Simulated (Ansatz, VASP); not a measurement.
**Two plane-wave programs on Ti5C**

```xyz
6
Lattice="5.4327 0.0000 0.0000 -2.7164 4.7049 0.0000 0.0000 0.0000 3.5253" Properties=species:S:1:pos:R:3 pbc="T T T"
Ti   -0.7500    1.2990    0.0000
Ti    1.9664    3.4059    0.0000
Ti    1.5000    0.0000    0.0000
Ti    2.7164    1.5683    1.7627
Ti    0.0000    3.1366    1.7627
C     0.0000    0.0000    1.7627
```

Change from the starting cell: species swapped into the Mg5Sn type (P-62m, No. 189).

Alike in both runs: task single point; functional PBE; k mesh 6 × 6 × 6; occupations gaussian, width 0.1 eV; collinear spin.

|  | VASP | Ansatz |
| --- | --- | --- |
| version | VASP 6.6.1 | Ansatz 0.2.0 |
| potentials or method | VASP PAW PBE potentials, release 64 (Ti_sv, C), cutoff 600 eV | scalar-relativistic, plane waves, PAW |
| valence electrons in the cell | 64 | 64 |

|  | VASP | Ansatz | Ansatz less VASP |
| --- | --- | --- | --- |
| gap on the k mesh at the Fermi level (eV) | none | none | - |
| pressure (GPa) | -0.1 | 0.0 | +0.12 |
| traceless stress, the component that is largest in VASP (GPa) | 0.12 | 0.12 | +0.003 |
| rms of the force components (eV/Å) | 0.014 | 0.007 | -0.0067 |
| net moment per atom (μB) | 0.00 | 0.00 | 0.000 |

Atom by atom the forces differ by 0.007 eV/Å (rms over components). A gap of «none» marks a metal or a gap that the smearing closes. Ansatz's warnings: seeded moment not kept.
